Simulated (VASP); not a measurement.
A run of VASP 6.6.1 is set up as follows.

File POSCAR:

```
Ga
1.0
    2.7784220849      0.0000000000      0.0000000000
    0.0000000000      3.2816087900      0.0000000000
   -1.3434310986      0.0000000000      3.9902731763
Ga
2
Direct
    0.1345962700      0.7500000000      0.7701668300
    0.8654037300      0.2500000000      0.2298331700
```

File INCAR.step1:

```
SYSTEM = Ga
  PREC = Accurate
  ENCUT = 520
  EDIFF = 1E-5
  ISMEAR = -1
  SIGMA = 0.05
  LREAL = .False.
  LASPH = .True.
  NELM = 60
  ALGO = Normal
  ISIF = 2
  LWAVE = .True.
  LCHARG = .False.
  GGA = PE
  NBANDS = 20
```

Contents of INCAR.step2:

```
SYSTEM = Ga
  PREC = Accurate
  ENCUT = 520
  EDIFF = 1E-7
  ISMEAR = -1
  SIGMA = 0.05
  LREAL = .False.
  LASPH = .True.
  NELM = 60
  ALGO = Normal
  ISIF = 2
  LWAVE = .False.
  LCHARG = .False.
  GGA = PE
  LHFCALC = .True.
  AEXX = 0.25
  PRECFOCK = Normal
  ISTART = 1
  NBANDS = 20
```

File KPOINTS:

```
regular mesh
0
Gamma
  6 4 4
  0 0 0
```

Potentials or basis: VASP PAW PBE potentials, release 64 (Ga_d).

Run with:

```sh
$ cat potpaw_PBE.64/Ga_d/POTCAR > POTCAR
$ cp INCAR.step1 INCAR
$ mpirun -np 1 vasp_std > vasp.out
$ cp INCAR.step2 INCAR
$ mpirun -np 1 vasp_std > vasp.out
```

Question: Predict the pressure.

Answer: -0.4 GPa.

Question: Predict the band gap on the k mesh.

Answer: Zero (bands 13 and 14 overlap by 10.31 eV).

Question: Estimate the largest force.

Answer: 0.180 eV/Å.

Stress tensor (GPa, compression positive):
```
 0.36  0.00  0.04
 0.00 -0.67  0.00
 0.04  0.00 -0.82
```

Caveat: the k points lie up to 0.48 Å⁻¹ apart, too coarse for converged energies and pressures of a metal; the PAW data sets were made with another functional, which shifts forces and pressure a little.
